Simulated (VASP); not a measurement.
# Ca (Immm) in VASP: single point with PBEsol

Aim: the single point of Ca with PBEsol.

Program: VASP 6.6.1. These are calculated values, not measurements. Logs are shortened: lines on timing, memory, paths and dates and some standing lists are left out, and cuts for length are marked.

## Step 1: The cell of the first run

Symmetry: Immm, No. 71, orthorhombic system. Conventional cell: a = 3.683 Å, b = 3.901 Å, c = 5.510 Å, α = 90.00°, β = 90.00°, γ = 90.00°. Ca (site symmetry mmm) has 12 Ca at 3.68 to 3.90 Å within 4.8 Å.

## Step 2: Single point, PBEsol (uniaxial strain along a: -4.5 %)

The input, INCAR:

```
SYSTEM = Ca
ALGO = Normal
EDIFF = 1E-6
ENCUT = 520
GGA = PS
ISIF = 2
ISMEAR = 0
LASPH = .TRUE.
LCHARG = .FALSE.
LREAL = .FALSE.
LWAVE = .FALSE.
NBANDS = 17
NELM = 100
PREC = Accurate
SIGMA = 0.1
```

The input, KPOINTS:

```
k-points
0
G
  12 12 8
  0 0 0
```

The input, POSCAR:

```
Ca
1.0
    3.6828952040      0.0000000000      0.0000000000
    0.0000000000      3.9009779158      0.0000000000
    0.0000000000      0.0000000000      5.5096005758
Ca
2
Direct
    0.0000000000      0.0000000000      0.5000000000
    0.5000000000      0.5000000000      0.0000000000
```

Potentials or basis: VASP PAW PBE potentials, release 64 (Ca_sv).

Command:

```console
> cat potpaw_PBE.64/Ca_sv/POTCAR > POTCAR
> mpirun -np 1 vasp_std > vasp.out
```

OUTCAR:

```text
SYSTEM = Ca
   EDIFF = 1E-6
   ENCUT = 520
   GGA = PS
   ISIF = 2
   ISMEAR = 0
   LASPH = .TRUE.
   LREAL = .FALSE.
   NELM = 100
   PREC = Accurate

 ion  position               nearest neighbor table
   1  0.000  0.000  0.500-
   2  0.500  0.500  0.000-

  LATTYP: Found a simple orthorhombic cell.
 ALAT       =     3.6828952040
 B/A-ratio  =     1.0592150196
 C/A-ratio  =     1.4959971084

  Lattice vectors:

 A1 = (   3.6828952040,   0.0000000000,   0.0000000000)
 A2 = (   0.0000000000,   3.9009779158,   0.0000000000)
 A3 = (   0.0000000000,   0.0000000000,   5.5096005758)

Analysis of symmetry for initial positions (statically):
=====================================================================
 Subroutine PRICEL returns following result:

  LATTYP: Found a body centered orthorhombic cell.
 ALAT       =     3.6828952040
 B/A-ratio  =     1.0592150196
 C/A-ratio  =     1.4959971084

  Lattice vectors:

 A1 = (  -1.8414476020,  -1.9504889579,  -2.7548002879)
 A2 = (   1.8414476020,   1.9504889579,  -2.7548002879)
 A3 = (   1.8414476020,  -1.9504889579,   2.7548002879)

   2 primitive cells build up your supercell.

 Routine SETGRP: Setting up the symmetry group for a
 simple orthorhombic supercell.

 Subroutine GETGRP returns: Found  8 space group operations
 (whereof  8 operations were pure point group operations)
 out of a pool of  8 trial point group operations.

The static configuration has the point symmetry D_2h.

Analysis of symmetry for dynamics (positions and initial velocities):
=====================================================================
 Subroutine PRICEL returns following result:

  LATTYP: Found a body centered orthorhombic cell.
 ALAT       =     3.6828952040
 B/A-ratio  =     1.0592150196
 C/A-ratio  =     1.4959971084

  Lattice vectors:

 A1 = (  -1.8414476020,  -1.9504889579,  -2.7548002879)
 A2 = (   1.8414476020,   1.9504889579,  -2.7548002879)
 A3 = (   1.8414476020,  -1.9504889579,   2.7548002879)

   2 primitive cells build up your supercell.

 Routine SETGRP: Setting up the symmetry group for a
 simple orthorhombic supercell.

 Subroutine GETGRP returns: Found  8 space group operations
 (whereof  8 operations were pure point group operations)
 out of a pool of  8 trial point group operations.

The dynamic configuration has the point symmetry D_2h.

 Subroutine INISYM returns: Found  8 space group operations
 (whereof  8 operations are pure point group operations),
 and found     2 'primitive' translations

----------------------------------------------------------------------------------------

                                     Primitive cell

  volume of cell :      39.5779

  direct lattice vectors                    reciprocal lattice vectors
    -1.841447602 -1.950488958 -2.754800288     0.000000000 -0.256345978 -0.181501360
     1.841447602  1.950488958 -2.754800288     0.271525510  0.000000000 -0.181501360
     1.841447602 -1.950488958  2.754800288     0.271525510 -0.256345978  0.000000000

  length of vectors
     3.845030698  3.845030698  3.845030698     0.314095534  0.326601970  0.373415805

  position of ions in fractional coordinates (direct lattice)
     0.500000000  0.500000000  0.000000000

  ion indices of the primitive-cell ions
   primitive index   ion index
                 1           1

----------------------------------------------------------------------------------------

 KPOINTS: k-points

Automatic generation of k-mesh.
 Grid dimensions read from file:
 generate k-points for:   12   12    8

 Generating k-lattice:

  Cartesian coordinates                     Fractional coordinates (reciprocal lattice)
     0.022627126  0.000000000  0.000000000     0.083333333  0.000000000  0.000000000
     0.000000000  0.021362165  0.000000000     0.000000000  0.083333333  0.000000000
     0.000000000  0.000000000  0.022687670     0.000000000  0.000000000  0.125000000

  Length of vectors
     0.022627126  0.021362165  0.022687670

  Shift w.r.t. Gamma in fractional coordinates (k-lattice)
     0.000000000  0.000000000  0.000000000

 Subroutine IBZKPT returns following result:
 ===========================================

 Found    245 irreducible k-points:

 Following reciprocal coordinates:
            Coordinates               Weight
  0.000000  0.000000  0.000000      1.000000
  0.083333  0.000000  0.000000      2.000000
  0.166667  0.000000  0.000000      2.000000
  0.250000  0.000000  0.000000      2.000000
  0.333333  0.000000  0.000000      2.000000
  0.416667  0.000000  0.000000      2.000000
[... 16 lines left out ...]
  0.083333  0.250000  0.000000      4.000000
  0.166667  0.250000  0.000000      4.000000
 [... further k-points ...]
   k-points           NKPTS =    245   k-points in BZ     NKDIM =    245   number of bands    NBANDS=     17
   number of dos      NEDOS =    301   number of ions     NIONS =      2
   total plane-waves  NPLWV =  35280
   dimension x,y,z NGX =    28 NGY =   30 NGZ =   42
   dimension x,y,z NGXF=    56 NGYF=   60 NGZF=   84
   ions per type =               2
   NGX,Y,Z   is equivalent  to a cutoff of  12.64, 12.78, 12.67 a.u.
   NGXF,Y,Z  is equivalent  to a cutoff of  25.28, 25.57, 25.35 a.u.
 SYSTEM =  Ca
   PREC   = accura    normal or accurate (medium, high low for compatibility)
   ISTART =      0    job   : 0-new  1-cont  2-samecut
   ICHARG =      2    charge: 1-file 2-atom 10-const
   ISPIN  =      1    spin polarized calculation?
   LNONCOLLINEAR =      F non collinear calculations
   LSORBIT =      F    spin-orbit coupling
   LASPH  =      T    aspherical Exc in radial PAW
   ENCUT  =  520.0 eV  38.22 Ry    6.18 a.u.   6.85  7.25 10.24*2*pi/ulx,y,z
   NELM   =    100;   NELMIN=  2; NELMDL= -5     # of ELM steps
   EDIFF  = 0.1E-05   stopping-criterion for ELM
   LREAL  =      F    real-space projection
   EDIFFG = 0.1E-04   stopping-criterion for IOM
   NSW    =      0    number of steps for IOM
   IBRION =     -1    ionic relax: 0-MD 1-quasi-New 2-CG
   NFREE  =      0    steps in history (QN), initial steepest desc. (CG)
   ISIF   =      2    stress and relaxation
   ISYM   =      2    0-nonsym 1-usesym 2-fastsym
   POTIM  = 0.5000    time-step for ionic-motion
   TEBEG  =    0.0;   TEEND  =   0.0 temperature during run
   PSTRESS=    0.0 pullay stress
   NELECT =      20.0000    total number of electrons
   NUPDOWN=      -1.0000    fix difference up-down
   EMIN   =  10.00;   EMAX   =-10.00  energy-range for DOS
   EFERMI =   0.00;   METHOD = LEGACY
   ISMEAR =     0;   SIGMA  =   0.10  broadening in eV -4-tet -1-fermi 0-gaus
   EFERMI_NEDOS =   21; number of points for ismear=-14 and -15
   IALGO  =     38    algorithm
   IMIX   =      4    mixing-type and parameters
     AMIX     =   0.40;   BMIX     =  1.00
     AMIX_MAG =   1.60;   BMIX_MAG =  1.00
  volume/ion in A,a.u.               =      39.58       267.08
  Fermi-wavevector in a.u.,A,eV,Ry     =   1.034961  1.955792 14.573793  1.071144
  Thomas-Fermi vector in A             =   2.169281
   LORBIT       =      0    0 simple, 1 ext, 2 COOP (PROOUT), +10 PAW based schemes
   GGA     = PS    functional components
   LHFCALC =     F    Hartree Fock is set to
   AEXX    =    0.0000 exact exchange contribution
   IVDW    =     0    specifies the selected vdW correction
   LEPSILON=     F    determine dielectric tensor
   LRPA    =     F    only Hartree local field effects (RPA)
 non-spin polarized calculation
 Gauss-broadening in eV      SIGMA  =   0.10
  energy-cutoff  :      520.00
  volume of cell :       79.16
 maximum number of plane-waves:      2162
 NGX is ok and might be reduce to    28
   NGX = 13   NGY = 15   NGZ = 21

 number of electron      20.0000002 magnetization

 Free energy of the ion-electron system (eV)
  ---------------------------------------------------
  ext. energy  EPLUGINS =         0.00000000
  ---------------------------------------------------
  free energy    TOTEN  =        -4.25642011 eV

  energy without entropy =       -4.24309210  energy(sigma->0) =       -4.24975610

 E-fermi :   2.1536     XC(G=0):  -8.0158

 val. band max:        2.1519510413   @ k =   0.3333   0.3333   0.1250
 cond. band min:       2.1598499407   @ k =   0.0000   0.4167   0.5000
 fundamental gap:      0.0078988994
 Fermi energy:         2.1536473797

 k-point     1 :       0.0000    0.0000    0.0000
  band No.  band energies     occupation
      1     -39.5487      2.00000
      2     -39.5253      2.00000
      3     -20.6978      2.00000
      4     -20.5905      2.00000
      5     -20.5855      2.00000
      6     -20.5333      2.00000
[... 9 lines left out ...]
     16       5.6470      0.00000
     17       5.8175      0.00000

 k-point     2 :       0.0833    0.0000    0.0000
  band No.  band energies     occupation
      1     -39.5476      2.00000
      2     -39.5250      2.00000
      3     -20.6941      2.00000
      4     -20.5938      2.00000
      5     -20.5885      2.00000
      6     -20.5421      2.00000
[... 9 lines left out ...]
     16       5.6401      0.00000
     17       5.7369      0.00000

 k-point     3 :       0.1667    0.0000    0.0000
  band No.  band energies     occupation
      1     -39.5446      2.00000
      2     -39.5243      2.00000
      3     -20.6833      2.00000
      4     -20.6164      2.00000
      5     -20.5831      2.00000
      6     -20.5704      2.00000
[... 9 lines left out ...]
     16       5.5304      0.00000
     17       5.6429      0.00000

 k-point     4 :       0.2500    0.0000    0.0000
  band No.  band energies     occupation
      1     -39.5401      2.00000
      2     -39.5236      2.00000
      3     -20.6667      2.00000
      4     -20.6465      2.00000
      5     -20.6093      2.00000
      6     -20.5749      2.00000
[... 9 lines left out ...]
     16       5.2726      0.00000
     17       5.3959      0.00000
[... 343 lines left out ...]
      1     -39.5429      2.00000
      2     -39.5263      2.00000
      3     -20.6701      2.00000
      4     -20.6202      2.00000
      5     -20.5750      2.00000
      6     -20.5746      2.00000
[... 9 lines left out ...]
     16       5.5006      0.00000
     17       5.8468      0.00000

 k-point    23 :       0.0833    0.2500    0.0000
  band No.  band energies     occupation
      1     -39.5419      2.00000
      2     -39.5259      2.00000
      3     -20.6671      2.00000
      4     -20.6203      2.00000
      5     -20.5813      2.00000
      6     -20.5777      2.00000
[... 9 lines left out ...]
     16       5.3673      0.00000
     17       5.5106      0.00000

 k-point    24 :       0.1667    0.2500    0.0000
  band No.  band energies     occupation
      1     -39.5392      2.00000
      2     -39.5248      2.00000
      3     -20.6587      2.00000
      4     -20.6264      2.00000
      5     -20.5934      2.00000
      6     -20.5921      2.00000
[... 9 lines left out ...]
     16       5.0977      0.00000
     17       5.1310      0.00000

 [... further k-points ...]
[... 5 lines left out ...]
  --------------------------------------------------------------------------------------
  -------------------------------------------------------------------------------------
  Total        0.6985399     -0.1353540      0.1104752     -0.0000000      0.0000000      0.0000000
  in kB       14.1390054     -2.7396720      2.2361068     -0.0000000      0.0000000      0.0000000
  external PRESSURE =       4.5451467 kB  Pullay stress =       0.0000000 kB

 VOLUME and BASIS-vectors are now :
 -----------------------------------------------------------------------------
  energy-cutoff  :      520.00
  volume of cell :       79.16
      direct lattice vectors                 reciprocal lattice vectors
     3.682895204  0.000000000  0.000000000     0.271525510  0.000000000  0.000000000
     0.000000000  3.900977916  0.000000000     0.000000000  0.256345978  0.000000000
     0.000000000  0.000000000  5.509600576     0.000000000  0.000000000  0.181501360

 POSITION                                       TOTAL-FORCE (eV/Angst)
 -----------------------------------------------------------------------------------
      0.00000      0.00000      2.75480         0.000000      0.000000      0.000000
      1.84145      1.95049      0.00000         0.000000     -0.000000      0.000000
 -----------------------------------------------------------------------------------
    total drift:                                0.000000      0.000000      0.000000

  FREE ENERGIE OF THE ION-ELECTRON SYSTEM (eV)
  ---------------------------------------------------
  free  energy   TOTEN  =        -4.2564201062 eV

  energy  without entropy=       -4.2430920979  energy(sigma->0) =       -4.24975610
```

Wall time 3.4 min (1 thread of Intel Xeon Platinum 8375C at 2.90GHz (Ice Lake), shared host); peak memory 0.38 GiB.

What came out:

```yaml
Free_energy: -4.2564 eV
Pressure: 0.5 GPa
Band_gap_on_the_k_mesh: zero (band 10 reaches 2.31 eV, above the bottom of band 11 at 1.92 eV)
```

Stress tensor (GPa, compression positive):
```
 1.41  0.00  0.00
 0.00 -0.27  0.00
 0.00  0.00  0.22
```

Caveat: the cell differs from its parent crystal (uniaxial strain along a: -4.5 %); the PAW data sets were made with another functional, which shifts forces and pressure a little.
